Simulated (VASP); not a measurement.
# S (Im-3m) in VASP: a series of runs

Runs on S. Level: PBE. Tasks: single point, relaxation of cell and atoms.

All numbers are computed with VASP 6.6.1; they aren't measurements. Logs are shortened: lines on timing, memory, paths and dates and some standing lists are left out, and cuts for length are marked.

## (1) The cell of the first run

The structure is cubic, space group Im-3m (No. 229). Conventional cell: a = 3.160 Å, b = 3.160 Å, c = 3.160 Å, α = 90.00°, β = 90.00°, γ = 90.00°. Within 3.6 Å of S (site symmetry m-3m) lie 14 S at 2.74 to 3.16 Å.

## (2) Single point, PBE

INCAR

```
SYSTEM = S
ALGO = Normal ; EDIFF = 1E-6
ENCUT = 520 ; GGA = PE
ISIF = 2 ; ISMEAR = -1
LASPH = .TRUE. ; LCHARG = .FALSE.
LREAL = .FALSE. ; LWAVE = .FALSE.
NBANDS = 9 ; NELM = 60
PREC = Accurate ; SIGMA = 0.1
```

KPOINTS

```
k-points
0
G
  16 16 16
  0 0 0
```

POSCAR

```
S
1.0
   -1.5797529500      1.5797529500      1.5797529500
    1.5797529500     -1.5797529500      1.5797529500
    1.5797529500      1.5797529500     -1.5797529500
S
1
Direct
    0.0000000000      0.0000000000      0.0000000000
```

Potentials or basis: VASP PAW PBE potentials, release 64 (S).

Run with:

```bash
> cat potpaw_PBE.64/S/POTCAR > POTCAR
> mpirun -np 1 vasp_std > vasp.out
```

OUTCAR:

```text
SYSTEM = S
   EDIFF = 1E-6
   ENCUT = 520
   GGA = PE
   ISIF = 2
   ISMEAR = -1
   LASPH = .TRUE.
   LREAL = .FALSE.
   NELM = 60
   PREC = Accurate

 ion  position               nearest neighbor table
   1  0.000  0.000  0.000-

  LATTYP: Found a body centered cubic cell.
 ALAT       =     3.1595059000

  Lattice vectors:

 A1 = (  -1.5797529500,   1.5797529500,   1.5797529500)
 A2 = (   1.5797529500,  -1.5797529500,   1.5797529500)
 A3 = (   1.5797529500,   1.5797529500,  -1.5797529500)

Analysis of symmetry for initial positions (statically):
=====================================================================
 Subroutine PRICEL returns:
 Original cell was already a primitive cell.

 Routine SETGRP: Setting up the symmetry group for a
 body centered cubic supercell.

 Subroutine GETGRP returns: Found 48 space group operations
 (whereof 48 operations were pure point group operations)
 out of a pool of 48 trial point group operations.

The static configuration has the point symmetry O_h .

Analysis of symmetry for dynamics (positions and initial velocities):
=====================================================================
 Subroutine PRICEL returns:
 Original cell was already a primitive cell.

 Routine SETGRP: Setting up the symmetry group for a
 body centered cubic supercell.

 Subroutine GETGRP returns: Found 48 space group operations
 (whereof 48 operations were pure point group operations)
 out of a pool of 48 trial point group operations.

The dynamic configuration has the point symmetry O_h .

 Subroutine INISYM returns: Found 48 space group operations
 (whereof 48 operations are pure point group operations),
 and found     1 'primitive' translations

----------------------------------------------------------------------------------------

                                     Primitive cell

  volume of cell :      15.7698

  direct lattice vectors                    reciprocal lattice vectors
    -1.579752950  1.579752950  1.579752950     0.000000000  0.316505185  0.316505185
     1.579752950 -1.579752950  1.579752950     0.316505185  0.000000000  0.316505185
     1.579752950  1.579752950 -1.579752950     0.316505185  0.316505185  0.000000000

  length of vectors
     2.736212373  2.736212373  2.736212373     0.447605925  0.447605925  0.447605925
[... 78 lines left out ...]
   NELM   =     60;   NELMIN=  2; NELMDL= -5     # of ELM steps
   EDIFF  = 0.1E-05   stopping-criterion for ELM
   LREAL  =      F    real-space projection
   EDIFFG = 0.1E-04   stopping-criterion for IOM
   NSW    =      0    number of steps for IOM
   IBRION =     -1    ionic relax: 0-MD 1-quasi-New 2-CG
   NFREE  =      0    steps in history (QN), initial steepest desc. (CG)
   ISIF   =      2    stress and relaxation
   ISYM   =      2    0-nonsym 1-usesym 2-fastsym
   POTIM  = 0.5000    time-step for ionic-motion
   TEBEG  =    0.0;   TEEND  =   0.0 temperature during run
   PSTRESS=    0.0 pullay stress
   NELECT =       6.0000    total number of electrons
   NUPDOWN=      -1.0000    fix difference up-down
   EMIN   =  10.00;   EMAX   =-10.00  energy-range for DOS
   EFERMI =   0.00;   METHOD = LEGACY
   ISMEAR =    -1;   SIGMA  =   0.10  broadening in eV -4-tet -1-fermi 0-gaus
   EFERMI_NEDOS =   21; number of points for ismear=-14 and -15
   IALGO  =     38    algorithm
   IMIX   =      4    mixing-type and parameters
     AMIX     =   0.40;   BMIX     =  1.00
     AMIX_MAG =   1.60;   BMIX_MAG =  1.00
  volume/ion in A,a.u.               =      15.77       106.42
  Fermi-wavevector in a.u.,A,eV,Ry     =   1.186268  2.241721 19.146544  1.407231
  Thomas-Fermi vector in A             =   2.322444
   LORBIT       =      0    0 simple, 1 ext, 2 COOP (PROOUT), +10 PAW based schemes
   GGA     = PE    functional components
   LHFCALC =     F    Hartree Fock is set to
   AEXX    =    0.0000 exact exchange contribution
   IVDW    =     0    specifies the selected vdW correction
   LEPSILON=     F    determine dielectric tensor
   LRPA    =     F    only Hartree local field effects (RPA)
 non-spin polarized calculation
  energy-cutoff  :      520.00
  volume of cell :       15.77
 maximum number of plane-waves:       438
   NGX = 11   NGY = 11   NGZ = 11

 number of electron       5.9999998 magnetization

 Free energy of the ion-electron system (eV)
  ---------------------------------------------------
  ext. energy  EPLUGINS =         0.00000000
  ---------------------------------------------------
  free energy    TOTEN  =        -3.00791872 eV

  energy without entropy =       -2.98063315  energy(sigma->0) =       -2.99427593

 E-fermi :   7.6532     XC(G=0): -11.1816

 val. band max:        7.6511849966   @ k =  -0.3125   0.3750   0.1875
 cond. band min:       7.6534567620   @ k =   0.5000   0.0000   0.0000
 fundamental gap:      0.0022717655
 Fermi energy:         7.6532374273

 k-point     1 :       0.0000    0.0000    0.0000
  band No.  band energies     occupation
      1      -9.2308      2.00000
      2      10.7395      0.00000
      3      10.7395      0.00000
      4      10.7395      0.00000
      5      19.9151      0.00000
      6      19.9151      0.00000
      7      19.9151      0.00000
      8      22.1589      0.00000
      9      23.6242      0.00000
[... 265 lines left out ...]
 k-point    24 :       0.2500    0.1875    0.0000
  band No.  band energies     occupation
      1      -5.9009      2.00000
      2       3.0146      2.00000
      3       5.9548      2.00000
      4       9.1631      0.00000
      5      16.9762      0.00000
      6      18.7834      0.00000
      7      22.9233      0.00000
      8      24.2435      0.00000
      9      27.3042      0.00000

 [... further k-points ...]

------------------------ aborting loop because EDIFF is reached ----------------------------------------

  FORCE on cell =-STRESS in cart. coord.  units (eV):
  Direction    XX          YY          ZZ          XY          YZ          ZX
  --------------------------------------------------------------------------------------
  -------------------------------------------------------------------------------------
  Total       -0.0135429     -0.0135429     -0.0135429      0.0000000     -0.0000000      0.0000000
  in kB       -1.3759285     -1.3759285     -1.3759285      0.0000000     -0.0000000      0.0000000
  external PRESSURE =      -1.3759285 kB  Pullay stress =       0.0000000 kB

 VOLUME and BASIS-vectors are now :
 -----------------------------------------------------------------------------
  energy-cutoff  :      520.00
  volume of cell :       15.77
      direct lattice vectors                 reciprocal lattice vectors
    -1.579752950  1.579752950  1.579752950     0.000000000  0.316505185  0.316505185
     1.579752950 -1.579752950  1.579752950     0.316505185  0.000000000  0.316505185
     1.579752950  1.579752950 -1.579752950     0.316505185  0.316505185  0.000000000

 POSITION                                       TOTAL-FORCE (eV/Angst)
 -----------------------------------------------------------------------------------
      0.00000      0.00000      0.00000         0.000000     -0.000000     -0.000000
 -----------------------------------------------------------------------------------
    total drift:                               -0.000000      0.000000      0.000000

  FREE ENERGIE OF THE ION-ELECTRON SYSTEM (eV)
  ---------------------------------------------------
  free  energy   TOTEN  =        -3.0079187205 eV

  energy  without entropy=       -2.9806331464  energy(sigma->0) =       -2.99427593
```

It used 14 s of CPU time on 1 thread of AMD EPYC 7R13 Processor (Zen 3), with other jobs on the host.

What came out:

| Item | Value |
| --- | --- |
| Free energy | -3.0079 eV |
| Pressure | -0.1 GPa |
| Band gap on the k mesh | zero (band 3 reaches 10.74 eV, above the bottom of band 4 at 3.42 eV) |

## (3) Single point, PBE

INCAR

```
  PREC = Accurate
  ENCUT = 520
  EDIFF = 1E-6
  ISMEAR = -1
  SIGMA = 0.1
  LREAL = False
  LASPH = True
  NELM = 80
  ALGO = Normal
  ISIF = 2
  LWAVE = False
  LCHARG = False
  GGA = PE
  NBANDS = 9
```

KPOINTS

```
regular mesh
0
Gamma
  16 16 16
```

POSCAR is that of step 2.

Potentials or basis: VASP PAW PBE potentials, release 64 (S).

Run with:

```bash
> cat potpaw_PBE.64/S/POTCAR > POTCAR
> mpirun -np 1 vasp_std > vasp.out
```

It used 14 s of CPU time on 1 thread of AMD EPYC 7R13 Processor (Zen 3) (shared host).

The run converged. Its results:

```
Free energy            : -3.0079 eV
Pressure               : -0.1 GPa
Band gap on the k mesh : zero (band 3 reaches 10.74 eV, above the bottom of band 4 at 3.42 eV)
```

Levels at points of the mesh, in eV from the Fermi level:
```csv
k point,band 1,band 2,band 3,band 4,band 5,band 6
"(0.00, 0.00, 0.00)",-16.88,3.09,3.09,3.09,12.26,12.26
"(0.50, 0.00, 0.00)",-12.47,-7.41,0.00,2.26,7.60,8.31
"(0.50, 0.50, 0.50)",-9.32,-3.55,-3.55,-3.55,4.03,4.03
```

## (4) Relaxation of cell and atoms, PBE

This run uses another cell than the first one, of 17.00 Å³/atom, 1.078 times its volume.

INCAR

```
PREC     = Accurate       # precision mode
ENCUT    = 600            # plane-wave cutoff, eV
EDIFF    = 1E-7           # SCF threshold, eV
ISMEAR   = -1             # smearing method
SIGMA    = 0.1            # smearing width, eV
LREAL    = False          # projectors in reciprocal space
LASPH    = True           # aspherical terms in the spheres
NELM     = 60             # most SCF steps
ALGO     = Normal         # electronic algorithm
ISIF     = 3              # what is computed and relaxed
LWAVE    = False          # write WAVECAR
LCHARG   = False          # write CHGCAR
GGA      = PE             # functional
IBRION   = 2              # ionic algorithm
NSW      = 60             # ionic steps
EDIFFG   = -0.005         # ionic threshold
```

KPOINTS is that of step 3.

POSCAR

```
S
1.0
   -1.6198059006      1.6198059006      1.6198059006
    1.6198059006     -1.6198059006      1.6198059006
    1.6198059006      1.6198059006     -1.6198059006
S
1
Direct
    0.0000000000      0.0000000000      0.0000000000
```

Run with:

```bash
> cat potpaw_PBE.64/S/POTCAR > POTCAR
> mpirun -np 1 vasp_std > vasp.out
```

It used 99 s of CPU time on 1 thread of AMD EPYC 7R13 Processor (Zen 3), on a shared host.

The run converged. Its results:

| Quantity | Value |
| --- | --- |
| Free energy | -3.0082 eV |
| Relaxed volume | 15.75 Å³/atom |
| Relaxed cell | a = 2.735 Å, b = 2.735 Å, c = 2.735 Å, α = 109.47°, β = 109.47°, γ = 109.47° |
| Space group after relaxing (to 0.05 Å) | Im-3m (No. 229) |
| Energy gained by relaxing | 22.1 meV/atom |
| Ionic steps | 3 |
| Pressure after relaxing | 0.0 GPa |
| Band gap on the k mesh | zero (band 3 reaches 10.77 eV, above the bottom of band 4 at 3.43 eV) |

The path:
```
step  energy change (eV)  largest force (eV/Å)  pressure (GPa)  volume (Å³)
   1              0.0000                0.0000           -5.29        17.00
   2             -0.0219                0.0000            0.50        15.66
   3             -0.0221                0.0000            0.01        15.75
```

Final structure:
```xyz
1
Lattice="-1.5791 1.5791 1.5791 1.5791 -1.5791 1.5791 1.5791 1.5791 -1.5791" Properties=species:S:1:pos:R:3 pbc="T T T"
S     0.0000    0.0000    0.0000
```

Levels at points of the mesh, in eV from the Fermi level:
| k point | band 1 | band 2 | band 3 | band 4 | band 5 | band 6 | band 7 |
| --- | --- | --- | --- | --- | --- | --- | --- |
| (0.00, 0.00, 0.00) | -16.90 | 3.09 | 3.09 | 3.09 | 12.26 | 12.26 | 12.26 |
| (0.50, 0.00, 0.00) | -12.48 | -7.42 | 0.00 | 2.26 | 7.60 | 8.31 | 18.11 |
| (0.50, 0.50, 0.50) | -9.31 | -3.55 | -3.55 | -3.55 | 4.02 | 4.02 | 22.13 |
